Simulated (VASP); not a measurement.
# TiO2 (P4_2/mnm) in VASP: further runs

TiO2 is run at these levels: r2SCAN+D4, RPBE; tasks: single point, relaxation of cell and atoms.

Everything below comes from runs of VASP 6.6.1. Logs are shortened: lines on timing, memory, paths and dates and some standing lists are left out, and cuts for length are marked.

## (1) The cell of the first run

It takes space group P4_2/mnm (No. 136, tetragonal). Conventional cell: a = 4.584 Å, b = 4.584 Å, c = 2.950 Å, α = 90.00°, β = 90.00°, γ = 90.00°. Within 2.6 Å of Ti (site symmetry mmm) lie 6 O at 1.94 to 1.97 Å. O (site symmetry m2m) has 3 Ti at 1.94 to 1.97 Å and 1 O at 2.54 Å within 2.6 Å.

## (2) Single point, r2SCAN+D4

POSCAR

```
TiO2
1.0
    4.5839274138      0.0000000000      0.0000000000
    0.0000000000      4.5839274138      0.0000000000
    0.0000000000      0.0000000000      2.9497791983
Ti O
2 4
Direct
    0.0000000000      0.0000000000      0.0000000000
    0.5000000000      0.5000000000      0.5000000000
    0.3044511981      0.3044511981      0.0000000000
    0.1955488019      0.8044511981      0.5000000000
    0.6955488019      0.6955488019      0.0000000000
    0.8044511981      0.1955488019      0.5000000000
```

INCAR.step1

```
SYSTEM = TiO2
ALGO = Normal
EDIFF = 1E-4
ENCUT = 520
GGA = PE
ISMEAR = 0
LASPH = .TRUE.
LCHARG = .FALSE.
LREAL = .FALSE.
LWAVE = .TRUE.
NBANDS = 33
NELM = 80
PREC = Accurate
SIGMA = 0.01
```

INCAR.step2

```
SYSTEM = TiO2
ALGO = Normal
EDIFF = 1E-6
ENCUT = 520
ISIF = 2
ISMEAR = 0
ISTART = 1
IVDW = 13
LASPH = .TRUE.
LCHARG = .TRUE.
LELF = .TRUE.
LMIXTAU = .TRUE.
LREAL = .FALSE.
LVHAR = .TRUE.
LWAVE = .FALSE.
METAGGA = R2SCAN
NBANDS = 33
NELM = 80
PREC = Accurate
SIGMA = 0.01
VDW_A1 = 0.51559235
VDW_A2 = 5.77342911
VDW_S6 = 1.0
VDW_S8 = 0.6018749
```

KPOINTS

```
k-points
0
G
  5 5 7
  0 0 0
```

Potentials or basis: VASP PAW PBE potentials, release 64 (Ti_sv, O).

Run with:

```console
$ cat potpaw_PBE.64/Ti_sv/POTCAR potpaw_PBE.64/O/POTCAR > POTCAR
$ cp INCAR.step1 INCAR
$ mpirun -np 1 vasp_std > vasp.out
$ cp INCAR.step2 INCAR
$ mpirun -np 1 vasp_std > vasp.out
```

OUTCAR:

```text
SYSTEM = TiO2
   EDIFF = 1E-6
   ENCUT = 520
   ISIF = 2
   ISMEAR = 0
   ISTART = 1
   IVDW = 13
   LASPH = .TRUE.
   LREAL = .FALSE.
   METAGGA = R2SCAN
   NELM = 80
   PREC = Accurate

 ion  position               nearest neighbor table
   1  0.000  0.000  0.000-   4 1.94   6 1.94   4 1.94   6 1.94   5 1.97   3 1.97
   2  0.500  0.500  0.500-   3 1.94   5 1.94   3 1.94   5 1.94   4 1.97   6 1.97
   3  0.304  0.304  0.000-   2 1.94   2 1.94   1 1.97
   4  0.196  0.804  0.500-   1 1.94   1 1.94   2 1.97
   5  0.696  0.696  0.000-   2 1.94   2 1.94   1 1.97
   6  0.804  0.196  0.500-   1 1.94   1 1.94   2 1.97

  LATTYP: Found a simple tetragonal cell.
 ALAT       =     4.5839274138
 C/A-ratio  =     0.6435047792

  Lattice vectors:

 A1 = (   4.5839274138,   0.0000000000,   0.0000000000)
 A2 = (   0.0000000000,   4.5839274138,   0.0000000000)
 A3 = (   0.0000000000,   0.0000000000,   2.9497791983)

Analysis of symmetry for initial positions (statically):
=====================================================================
 Subroutine PRICEL returns:
 Original cell was already a primitive cell.

 Routine SETGRP: Setting up the symmetry group for a
 simple tetragonal supercell.

 Subroutine GETGRP returns: Found 16 space group operations
 (whereof  8 operations were pure point group operations)
 out of a pool of 16 trial point group operations.

The static configuration has the point symmetry D_2h.
 The point group associated with its full space group is D_4h.

Analysis of symmetry for dynamics (positions and initial velocities):
=====================================================================
 Subroutine PRICEL returns:
 Original cell was already a primitive cell.

 Routine SETGRP: Setting up the symmetry group for a
 simple tetragonal supercell.

 Subroutine GETGRP returns: Found 16 space group operations
 (whereof  8 operations were pure point group operations)
 out of a pool of 16 trial point group operations.

The dynamic configuration has the point symmetry D_2h.
 The point group associated with its full space group is D_4h.

 Subroutine INISYM returns: Found 16 space group operations
 (whereof  8 operations are pure point group operations),
 and found     1 'primitive' translations

----------------------------------------------------------------------------------------

                                     Primitive cell

  volume of cell :      61.9819

  direct lattice vectors                    reciprocal lattice vectors
     4.583927414  0.000000000  0.000000000     0.218153542  0.000000000  0.000000000
     0.000000000  4.583927414  0.000000000     0.000000000  0.218153542  0.000000000
     0.000000000  0.000000000  2.949779198     0.000000000  0.000000000  0.339008425

  length of vectors
     4.583927414  4.583927414  2.949779198     0.218153542  0.218153542  0.339008425

  position of ions in fractional coordinates (direct lattice)
     0.000000000  0.000000000  0.000000000
     0.500000000  0.500000000  0.500000000
     0.304451198  0.304451198  0.000000000
     0.195548802  0.804451198  0.500000000
     0.695548802  0.695548802  0.000000000
     0.804451198  0.195548802  0.500000000

  ion indices of the primitive-cell ions
   primitive index   ion index
                 1           1
                 2           2
                 3           3
                 4           4
                 5           5
                 6           6

----------------------------------------------------------------------------------------

 KPOINTS: k-points

Automatic generation of k-mesh.
 Grid dimensions read from file:
 generate k-points for:    5    5    7

 Generating k-lattice:

  Cartesian coordinates                     Fractional coordinates (reciprocal lattice)
     0.043630708  0.000000000  0.000000000     0.200000000  0.000000000  0.000000000
     0.000000000  0.043630708  0.000000000     0.000000000  0.200000000  0.000000000
     0.000000000  0.000000000  0.048429775     0.000000000  0.000000000  0.142857143

  Length of vectors
     0.043630708  0.043630708  0.048429775

  Shift w.r.t. Gamma in fractional coordinates (k-lattice)
     0.000000000  0.000000000  0.000000000

 Subroutine IBZKPT returns following result:
 ===========================================

 Found     24 irreducible k-points:

 Following reciprocal coordinates:
            Coordinates               Weight
  0.000000  0.000000  0.000000      1.000000
  0.200000  0.000000  0.000000      4.000000
  0.400000  0.000000  0.000000      4.000000
  0.200000  0.200000  0.000000      4.000000
  0.400000  0.200000  0.000000      8.000000
  0.400000  0.400000  0.000000      4.000000
[... 16 lines left out ...]
  0.400000  0.200000  0.428571     16.000000
  0.400000  0.400000  0.428571      8.000000
   k-points           NKPTS =     24   k-points in BZ     NKDIM =     24   number of bands    NBANDS=     33
   number of dos      NEDOS =    301   number of ions     NIONS =      6
   total plane-waves  NPLWV =  31104
   dimension x,y,z NGX =    36 NGY =   36 NGZ =   24
   dimension x,y,z NGXF=    72 NGYF=   72 NGZF=   48
   ions per type =               2   4
   NGX,Y,Z   is equivalent  to a cutoff of  13.06, 13.06, 13.53 a.u.
   NGXF,Y,Z  is equivalent  to a cutoff of  26.11, 26.11, 27.05 a.u.
 SYSTEM =  TiO2
   PREC   = accura    normal or accurate (medium, high low for compatibility)
   ISTART =      1    job   : 0-new  1-cont  2-samecut
   ICHARG =      0    charge: 1-file 2-atom 10-const
   ISPIN  =      1    spin polarized calculation?
   LNONCOLLINEAR =      F non collinear calculations
   LSORBIT =      F    spin-orbit coupling
   LASPH  =      T    aspherical Exc in radial PAW
   ENCUT  =  520.0 eV  38.22 Ry    6.18 a.u.   8.52  8.52  5.48*2*pi/ulx,y,z
   NELM   =     80;   NELMIN=  2; NELMDL=  0     # of ELM steps
   EDIFF  = 0.1E-05   stopping-criterion for ELM
   LREAL  =      F    real-space projection
   EDIFFG = 0.1E-04   stopping-criterion for IOM
   NSW    =      0    number of steps for IOM
   IBRION =     -1    ionic relax: 0-MD 1-quasi-New 2-CG
   NFREE  =      0    steps in history (QN), initial steepest desc. (CG)
   ISIF   =      2    stress and relaxation
   ISYM   =      2    0-nonsym 1-usesym 2-fastsym
   POTIM  = 0.5000    time-step for ionic-motion
   TEBEG  =    0.0;   TEEND  =   0.0 temperature during run
   PSTRESS=    0.0 pullay stress
   NELECT =      48.0000    total number of electrons
   NUPDOWN=      -1.0000    fix difference up-down
   EMIN   =  10.00;   EMAX   =-10.00  energy-range for DOS
   EFERMI =   0.00;   METHOD = LEGACY
   ISMEAR =     0;   SIGMA  =   0.01  broadening in eV -4-tet -1-fermi 0-gaus
   EFERMI_NEDOS =   21; number of points for ismear=-14 and -15
   IALGO  =     38    algorithm
   IMIX   =      4    mixing-type and parameters
     AMIX     =   0.40;   BMIX     =  1.00
     AMIX_MAG =   1.60;   BMIX_MAG =  1.00
  volume/ion in A,a.u.               =      10.33        69.71
  Fermi-wavevector in a.u.,A,eV,Ry     =   1.503374  2.840964 30.750965  2.260132
  Thomas-Fermi vector in A             =   2.614492
   LORBIT       =      0    0 simple, 1 ext, 2 COOP (PROOUT), +10 PAW based schemes
   METAGGA = R2SCAN    functional components
   LHFCALC =     F    Hartree Fock is set to
   AEXX    =    0.0000 exact exchange contribution
   IVDW    =    13    specifies the selected vdW correction
   LEPSILON=     F    determine dielectric tensor
   LRPA    =     F    only Hartree local field effects (RPA)
 non-spin polarized calculation
 Gauss-broadening in eV      SIGMA  =   0.01
  energy-cutoff  :      520.00
  volume of cell :       61.98
 maximum number of plane-waves:      1685
 NGX is ok and might be reduce to    36
   NGX = 17   NGY = 17   NGZ = 11

 number of electron      48.0000018 magnetization

 Free energy of the ion-electron system (eV)
  ---------------------------------------------------
  ext. energy  EPLUGINS =         0.00000000
  ---------------------------------------------------
  free energy    TOTEN  =       -69.78826726 eV

  energy without entropy =      -69.78826726  energy(sigma->0) =      -69.78826726

 E-fermi :   4.7086     XC(G=0): -12.1974

 val. band max:        4.6232473846   @ k =   0.0000   0.0000   0.0000
 cond. band min:       6.8619938255   @ k =   0.0000   0.0000   0.0000
 fundamental gap:      2.2387464409
 Fermi energy:         4.7086337237

 k-point     1 :       0.0000    0.0000    0.0000
  band No.  band energies     occupation
      1     -54.5018      2.00000
      2     -54.4832      2.00000
      3     -29.7760      2.00000
      4     -29.7760      2.00000
      5     -29.5925      2.00000
      6     -29.5925      2.00000
[... 25 lines left out ...]
     32      11.6559      0.00000
     33      11.6559      0.00000

 k-point     2 :       0.2000    0.0000    0.0000
  band No.  band energies     occupation
      1     -54.5001      2.00000
      2     -54.4850      2.00000
      3     -29.7619      2.00000
      4     -29.7607      2.00000
      5     -29.6094      2.00000
      6     -29.6081      2.00000
[... 25 lines left out ...]
     32      11.5163      0.00000
     33      11.5442      0.00000

 k-point     3 :       0.4000    0.0000    0.0000
  band No.  band energies     occupation
      1     -54.4954      2.00000
      2     -54.4896      2.00000
      3     -29.7276      2.00000
      4     -29.7253      2.00000
      5     -29.6474      2.00000
      6     -29.6451      2.00000
[... 25 lines left out ...]
     32      11.2933      0.00000
     33      11.3251      0.00000

 k-point     4 :       0.2000    0.2000    0.0000
  band No.  band energies     occupation
      1     -54.4986      2.00000
      2     -54.4864      2.00000
      3     -29.7805      2.00000
      4     -29.7237      2.00000
      5     -29.6484      2.00000
      6     -29.5897      2.00000
[... 25 lines left out ...]
     32      11.3087      0.00000
     33      11.6517      0.00000

 k-point     5 :       0.4000    0.2000    0.0000
  band No.  band energies     occupation
      1     -54.4948      2.00000
      2     -54.4902      2.00000
      3     -29.7682      2.00000
      4     -29.7312      2.00000
      5     -29.6423      2.00000
      6     -29.6042      2.00000
[... 604 lines left out ...]
 k-point    22 :       0.2000    0.2000    0.4286
  band No.  band energies     occupation
      1     -54.4537      2.00000
      2     -54.4510      2.00000
      3     -30.0006      2.00000
      4     -29.9893      2.00000
      5     -29.6353      2.00000
      6     -29.6124      2.00000
[... 25 lines left out ...]
     32      10.8454      0.00000
     33      11.0160      0.00000

 k-point    23 :       0.4000    0.2000    0.4286
  band No.  band energies     occupation
      1     -54.4528      2.00000
      2     -54.4518      2.00000
      3     -30.0005      2.00000
      4     -29.9940      2.00000
      5     -29.6292      2.00000
      6     -29.6147      2.00000
[... 25 lines left out ...]
     32      10.3612      0.00000
     33      11.6474      0.00000

 k-point    24 :       0.4000    0.4000    0.4286
  band No.  band energies     occupation
      1     -54.4525      2.00000
      2     -54.4521      2.00000
      3     -29.9927      2.00000
      4     -29.9886      2.00000
      5     -29.6376      2.00000
      6     -29.6304      2.00000
[... 25 lines left out ...]
     32      10.9906      0.00000
     33      11.0043      0.00000

------------------------ aborting loop because EDIFF is reached ----------------------------------------

  DFT-D4 for vdW energy calculation

  Edisp (eV):   -0.49928

  FORCE on cell =-STRESS in cart. coord.  units (eV):
  Direction    XX          YY          ZZ          XY          YZ          ZX
  --------------------------------------------------------------------------------------
  -------------------------------------------------------------------------------------
  Total       0.41519     0.41519     0.69294     0.00000     0.00000     0.00000
  in kB      10.73234    10.73234    17.91196     0.00000     0.00000     0.00000
  external pressure =       13.13 kB  Pullay stress =        0.00 kB

 VOLUME and BASIS-vectors are now :
 -----------------------------------------------------------------------------
  energy-cutoff  :      520.00
  volume of cell :       61.98
      direct lattice vectors                 reciprocal lattice vectors
     4.583927414  0.000000000  0.000000000     0.218153542  0.000000000  0.000000000
     0.000000000  4.583927414  0.000000000     0.000000000  0.218153542  0.000000000
     0.000000000  0.000000000  2.949779198     0.000000000  0.000000000  0.339008425

 POSITION                                       TOTAL-FORCE (eV/Angst)
 -----------------------------------------------------------------------------------
      0.00000      0.00000      0.00000        -0.000000      0.000000     -0.000000
      2.29196      2.29196      1.47489        -0.000000      0.000000     -0.000000
      1.39558      1.39558      0.00000        -0.023608     -0.023608      0.000000
      0.89638      3.68755      1.47489         0.023608     -0.023608     -0.000000
      3.18835      3.18835      0.00000         0.023608      0.023608     -0.000000
      3.68755      0.89638      1.47489        -0.023608      0.023608     -0.000000
 -----------------------------------------------------------------------------------
    total drift:                                0.000000      0.000000      0.000000

  FREE ENERGIE OF THE ION-ELECTRON SYSTEM (eV)
  ---------------------------------------------------
  free  energy   TOTEN  =       -70.2875438614 eV

  energy  without entropy=      -70.2875438614  energy(sigma->0) =      -70.28754386
```

Run time: 4.4 min. Hardware: 1 thread of Intel Xeon 8259CL, shared host; peak memory 0.2 GiB.

What came out:

```yaml
Free_energy: -70.2875 eV
Pressure: 1.3 GPa
Largest_force: 0.033 eV/Å
Band_gap_on_the_k_mesh: 2.24 eV
Dispersion_energy_per_atom: -0.083 eV
```

Forces on the atoms (eV/Å):
```
Ti   0.000  0.000  0.000
Ti   0.000  0.000  0.000
O   -0.024 -0.024  0.000
O    0.024 -0.024  0.000
O    0.024  0.024  0.000
O   -0.024  0.024  0.000
```

Caveat: the PAW data sets were made with another functional, which shifts forces and pressure a little.

(Continued in part 2 of 2.)
